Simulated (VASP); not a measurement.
# Sb (P6_3/mmc) in VASP: a series of runs

Sb is run at these levels: PBEsol, r2SCAN; tasks: electric field gradients.

Program: VASP 6.6.1. These are calculated values, not measurements. Logs are shortened: lines on timing, memory, paths and dates and some standing lists are left out, and cuts for length are marked.

### Step 1. The cell of the first run

Symmetry: P6_3/mmc, No. 194, hexagonal system. Conventional cell: a = 3.369 Å, b = 3.369 Å, c = 5.330 Å, α = 90.00°, β = 90.00°, γ = 120.00°. Sb (site symmetry -6m2) has 12 Sb at 3.30 to 3.37 Å within 4.3 Å.

This isn't the form of Sb at room conditions, which is rhombohedral.

### Step 2. Electric field gradients, PBEsol

INCAR reads:

```
SYSTEM = Sb
PREC = Accurate
ENCUT = 520
EDIFF = 1E-8
ISMEAR = -1
SIGMA = 0.03
LREAL = .FALSE.
LASPH = .TRUE.
NELM = 100
ALGO = Normal
ISIF = 2
LWAVE = .FALSE.
LCHARG = .FALSE.
GGA = PS
LEFG = .TRUE.
NBANDS = 12
```

KPOINTS reads:

```
regular mesh
0
G
  12 12 7
  0 0 0
```

POSCAR reads:

```
Sb
1.0
    3.3690001795      0.0000000000      0.0000000000
   -1.6845000898      2.9176397408      0.0000000000
    0.0000000000      0.0000000000      5.3300000000
Sb
2
Direct
    0.3333333333      0.6666666667      0.2500000000
    0.6666666667      0.3333333333      0.7500000000
```

Potentials or basis: VASP PAW PBE potentials, release 64 (Sb).

Started as:

```sh
cat potpaw_PBE.64/Sb/POTCAR > POTCAR
mpirun -np 1 vasp_std > vasp.out
```

OUTCAR:

```text
SYSTEM = Sb
   PREC = Accurate
   ENCUT = 520
   EDIFF = 1E-8
   ISMEAR = -1
   LREAL = .FALSE.
   LASPH = .TRUE.
   NELM = 100
   ISIF = 2
   GGA = PS

 ion  position               nearest neighbor table
   1  0.333  0.667  0.250-   2 3.30   2 3.30   2 3.30   2 3.30   2 3.30   2 3.30
   2  0.667  0.333  0.750-   1 3.30   1 3.30   1 3.30   1 3.30   1 3.30   1 3.30

  LATTYP: Found a hexagonal cell.
 ALAT       =     3.3690001795
 C/A-ratio  =     1.5820717471

  Lattice vectors:

 A1 = (   3.3690001795,   0.0000000000,   0.0000000000)
 A2 = (  -1.6845000898,   2.9176397408,   0.0000000000)
 A3 = (   0.0000000000,   0.0000000000,   5.3300000000)

Analysis of symmetry for initial positions (statically):
=====================================================================
 Subroutine PRICEL returns:
 Original cell was already a primitive cell.

 Routine SETGRP: Setting up the symmetry group for a
 hexagonal supercell.

 Subroutine GETGRP returns: Found 24 space group operations
 (whereof 12 operations were pure point group operations)
 out of a pool of 24 trial point group operations.

The static configuration has the point symmetry D_3d.
 The point group associated with its full space group is D_6h.

Analysis of symmetry for dynamics (positions and initial velocities):
=====================================================================
 Subroutine PRICEL returns:
 Original cell was already a primitive cell.

 Routine SETGRP: Setting up the symmetry group for a
 hexagonal supercell.

 Subroutine GETGRP returns: Found 24 space group operations
 (whereof 12 operations were pure point group operations)
 out of a pool of 24 trial point group operations.

The dynamic configuration has the point symmetry D_3d.
 The point group associated with its full space group is D_6h.

 Subroutine INISYM returns: Found 24 space group operations
 (whereof 12 operations are pure point group operations),
 and found     1 'primitive' translations

----------------------------------------------------------------------------------------

                                     Primitive cell

  volume of cell :      52.3914

  direct lattice vectors                    reciprocal lattice vectors
     3.369000179  0.000000000  0.000000000     0.296823968  0.171371398  0.000000000
    -1.684500090  2.917639741  0.000000000     0.000000000  0.342742795  0.000000000
     0.000000000  0.000000000  5.330000000     0.000000000  0.000000000  0.187617261

  length of vectors
     3.369000179  3.369000180  5.330000000     0.342742795  0.342742795  0.187617261

  position of ions in fractional coordinates (direct lattice)
     0.333333333  0.666666667  0.250000000
     0.666666667  0.333333333  0.750000000

  ion indices of the primitive-cell ions
   primitive index   ion index
                 1           1
                 2           2

----------------------------------------------------------------------------------------

 KPOINTS: regular mesh

Automatic generation of k-mesh.
 Grid dimensions read from file:
 generate k-points for:   12   12    7

 Generating k-lattice:

  Cartesian coordinates                     Fractional coordinates (reciprocal lattice)
     0.024735331  0.014280950  0.000000000     0.083333333 -0.000000000  0.000000000
     0.000000000  0.028561900  0.000000000     0.000000000  0.083333333  0.000000000
     0.000000000  0.000000000  0.026802466     0.000000000  0.000000000  0.142857143

  Length of vectors
     0.028561900  0.028561900  0.026802466

  Shift w.r.t. Gamma in fractional coordinates (k-lattice)
     0.000000000  0.000000000  0.000000000

 Subroutine IBZKPT returns following result:
 ===========================================

 Found     76 irreducible k-points:

 Following reciprocal coordinates:
            Coordinates               Weight
  0.000000  0.000000  0.000000      1.000000
  0.083333  0.000000  0.000000      6.000000
  0.166667  0.000000  0.000000      6.000000
  0.250000  0.000000  0.000000      6.000000
  0.333333  0.000000  0.000000      6.000000
  0.416667  0.000000  0.000000      6.000000
[... 16 lines left out ...]
  0.250000  0.000000  0.142857     12.000000
  0.333333  0.000000  0.142857     12.000000
 [... further k-points ...]
   k-points           NKPTS =     76   k-points in BZ     NKDIM =     76   number of bands    NBANDS=     12
   number of dos      NEDOS =    301   number of ions     NIONS =      2
   total plane-waves  NPLWV =  31360
   dimension x,y,z NGX =    28 NGY =   28 NGZ =   40
   dimension x,y,z NGXF=    56 NGYF=   56 NGZF=   80
   ions per type =               2
   NGX,Y,Z   is equivalent  to a cutoff of  13.82, 13.82, 12.48 a.u.
   NGXF,Y,Z  is equivalent  to a cutoff of  27.63, 27.63, 24.95 a.u.
 SYSTEM =  Sb
   PREC   = accura    normal or accurate (medium, high low for compatibility)
   ISTART =      0    job   : 0-new  1-cont  2-samecut
   ICHARG =      2    charge: 1-file 2-atom 10-const
   ISPIN  =      1    spin polarized calculation?
   LNONCOLLINEAR =      F non collinear calculations
   LSORBIT =      F    spin-orbit coupling
   LASPH  =      T    aspherical Exc in radial PAW
   ENCUT  =  520.0 eV  38.22 Ry    6.18 a.u.   6.26  6.26  9.91*2*pi/ulx,y,z
   NELM   =    100;   NELMIN=  2; NELMDL= -5     # of ELM steps
   EDIFF  = 0.1E-07   stopping-criterion for ELM
   LREAL  =      F    real-space projection
   EDIFFG = 0.1E-06   stopping-criterion for IOM
   NSW    =      0    number of steps for IOM
   IBRION =     -1    ionic relax: 0-MD 1-quasi-New 2-CG
   NFREE  =      0    steps in history (QN), initial steepest desc. (CG)
   ISIF   =      2    stress and relaxation
   ISYM   =      2    0-nonsym 1-usesym 2-fastsym
   POTIM  = 0.5000    time-step for ionic-motion
   TEBEG  =    0.0;   TEEND  =   0.0 temperature during run
   PSTRESS=    0.0 pullay stress
   NELECT =      10.0000    total number of electrons
   NUPDOWN=      -1.0000    fix difference up-down
   EMIN   =  10.00;   EMAX   =-10.00  energy-range for DOS
   EFERMI =   0.00;   METHOD = LEGACY
   ISMEAR =    -1;   SIGMA  =   0.03  broadening in eV -4-tet -1-fermi 0-gaus
   EFERMI_NEDOS =   21; number of points for ismear=-14 and -15
   IALGO  =     38    algorithm
   IMIX   =      4    mixing-type and parameters
     AMIX     =   0.40;   BMIX     =  1.00
     AMIX_MAG =   1.60;   BMIX_MAG =  1.00
  volume/ion in A,a.u.               =      26.20       176.78
  Fermi-wavevector in a.u.,A,eV,Ry     =   0.942587  1.781231 12.088376  0.888471
  Thomas-Fermi vector in A             =   2.070211
   LORBIT       =      0    0 simple, 1 ext, 2 COOP (PROOUT), +10 PAW based schemes
   GGA     = PS    functional components
   LHFCALC =     F    Hartree Fock is set to
   AEXX    =    0.0000 exact exchange contribution
   IVDW    =     0    specifies the selected vdW correction
   LEPSILON=     F    determine dielectric tensor
   LRPA    =     F    only Hartree local field effects (RPA)
 non-spin polarized calculation
  energy-cutoff  :      520.00
  volume of cell :       52.39
 maximum number of plane-waves:      1428
 NGX is ok and might be reduce to    28
   NGX = 13   NGY = 13   NGZ = 19

 number of electron      10.0000000 magnetization

 Free energy of the ion-electron system (eV)
  ---------------------------------------------------
  ext. energy  EPLUGINS =         0.00000000
  ---------------------------------------------------
  free energy    TOTEN  =        -8.67802804 eV

  energy without entropy =       -8.67481943  energy(sigma->0) =       -8.67642374

 E-fermi :   8.7722     XC(G=0): -10.4509

 val. band max:        8.7560950217   @ k =   0.1667   0.0000   0.0000
 cond. band min:       8.7813977626   @ k =   0.3333   0.2500   0.0000
 fundamental gap:      0.0253027409
 Fermi energy:         8.7722070601

 k-point     1 :       0.0000    0.0000    0.0000
  band No.  band energies     occupation
      1      -4.4204      2.00000
      2      -0.1897      2.00000
      3       2.7912      2.00000
      4      12.0780      0.00000
      5      12.0780      0.00000
      6      13.8768      0.00000
      7      13.8768      0.00000
      8      14.8098      0.00000
      9      16.1604      0.00000
     10      17.5645      0.00000
     11      18.6678      0.00000
     12      18.6678      0.00000

 k-point     2 :       0.0833    0.0000    0.0000
  band No.  band energies     occupation
      1      -4.2982      2.00000
      2      -0.0850      2.00000
      3       2.9192      2.00000
      4      10.8710      0.00000
      5      11.6181      0.00000
      6      13.2521      0.00000
      7      14.0240      0.00000
      8      14.5863      0.00000
      9      16.6049      0.00000
     10      17.3526      0.00000
     11      18.6793      0.00000
     12      19.1868      0.00000

 k-point     3 :       0.1667    0.0000    0.0000
  band No.  band energies     occupation
      1      -3.9329      2.00000
      2       0.2201      2.00000
      3       3.3002      2.00000
      4       8.7561      1.26226
      5      10.7813      0.00000
      6      11.8056      0.00000
      7      13.7861      0.00000
      8      13.9171      0.00000
      9      15.3690      0.00000
     10      17.9910      0.00000
     11      18.4451      0.00000
     12      19.2093      0.00000
[... 286 lines left out ...]
 k-point    23 :       0.2500    0.0000    0.1429
  band No.  band energies     occupation
      1      -3.2226      2.00000
      2       0.1782      2.00000
      3       4.5645      2.00000
      4       6.8528      2.00000
      5       9.5903      0.00000
      6      10.1023      0.00000
      7      12.5262      0.00000
      8      13.1492      0.00000
      9      14.4566      0.00000
     10      16.5917      0.00000
     11      17.6120      0.00000
     12      19.0128      0.00000

 k-point    24 :       0.3333    0.0000    0.1429
  band No.  band energies     occupation
      1      -2.4031      2.00000
      2       0.7552      2.00000
      3       4.5178      2.00000
      4       5.9178      2.00000
      5       7.7527      2.00000
      6       9.4933      0.00000
      7      11.2991      0.00000
      8      12.6519      0.00000
      9      13.6897      0.00000
     10      15.9709      0.00000
     11      17.7864      0.00000
     12      18.6141      0.00000

 [... further k-points ...]
[... 5 lines left out ...]
  --------------------------------------------------------------------------------------
  -------------------------------------------------------------------------------------
  Total        0.1166403      0.1166403     -0.3743888     -0.0000000      0.0000000      0.0000000
  in kB        3.5669688      3.5669688    -11.4491568     -0.0000000      0.0000000      0.0000000
  external PRESSURE =      -1.4384064 kB  Pullay stress =       0.0000000 kB

 VOLUME and BASIS-vectors are now :
 -----------------------------------------------------------------------------
  energy-cutoff  :      520.00
  volume of cell :       52.39
      direct lattice vectors                 reciprocal lattice vectors
     3.369000179  0.000000000  0.000000000     0.296823968  0.171371398  0.000000000
    -1.684500090  2.917639741  0.000000000     0.000000000  0.342742795  0.000000000
     0.000000000  0.000000000  5.330000000     0.000000000  0.000000000  0.187617261

 POSITION                                       TOTAL-FORCE (eV/Angst)
 -----------------------------------------------------------------------------------
     -0.00000      1.94509      1.33250        -0.000000     -0.000000      0.000000
      1.68450      0.97255      3.99750         0.000000      0.000000      0.000000
 -----------------------------------------------------------------------------------
    total drift:                               -0.000000      0.000000      0.000000

  FREE ENERGIE OF THE ION-ELECTRON SYSTEM (eV)
  ---------------------------------------------------
  free  energy   TOTEN  =        -8.6780280395 eV

  energy  without entropy=       -8.6748194310  energy(sigma->0) =       -8.67642374

 Electric field gradients (V/A^2)
---------------------------------------------------------------------
 ion       V_xx      V_yy      V_zz      V_xy      V_xz      V_yz
---------------------------------------------------------------------
   1     -10.791   -10.791    21.581     0.000     0.000    -0.000
   2     -10.791   -10.791    21.581     0.000    -0.000     0.000
---------------------------------------------------------------------

 Electric field gradients after diagonalization (V/A^2)
 (convention: |V_zz| > |V_xx| > |V_yy|)
----------------------------------------------------------------------
 ion       V_xx      V_yy      V_zz     asymmetry (V_yy - V_xx)/ V_zz
----------------------------------------------------------------------
   1     -10.791   -10.791    21.581       0.000
   2     -10.791   -10.791    21.581       0.000
----------------------------------------------------------------------

           NMR quadrupolar parameters

 Cq : quadrupolar parameter    Cq=e*Q*V_zz/h
 eta: asymmetry parameters     (V_yy - V_xx)/ V_zz
 Q  : nuclear electric quadrupole moment in mb (millibarn)
----------------------------------------------------------------------
 ion       Cq(MHz)       eta       Q (mb)
----------------------------------------------------------------------
   1       0.052       0.000       1.000
   2       0.052       0.000       1.000
----------------------------------------------------------------------
```

It took 26 s on 1 thread of AMD EPYC 9R45 (Zen 5), shared host; peak memory 0.16 GiB.

Results:

| Property | Result |
| --- | --- |
| Free energy | -8.6780 eV |
| Pressure | -0.1 GPa |
| Band gap on the k mesh | zero (bands 5 and 6 overlap by 6.97 eV) |
| Largest electric field gradient by atom | Sb +21.6 V/Å² |

Electric field gradients, principal values (V/Å²):
```csv
atom,least,middle,greatest (by size)
1 Sb,-10.791,-10.791,21.581
2 Sb,-10.791,-10.791,21.581
```

Caveat: without QUAD_EFG the Cq values of the log hold for a quadrupole moment of 1 mb, not for the nuclei; the PAW data sets were made with another functional, which shifts forces and pressure a little; spin-orbit coupling is left out, which moves the levels of the heavy elements.

[end of part 1 of 2]
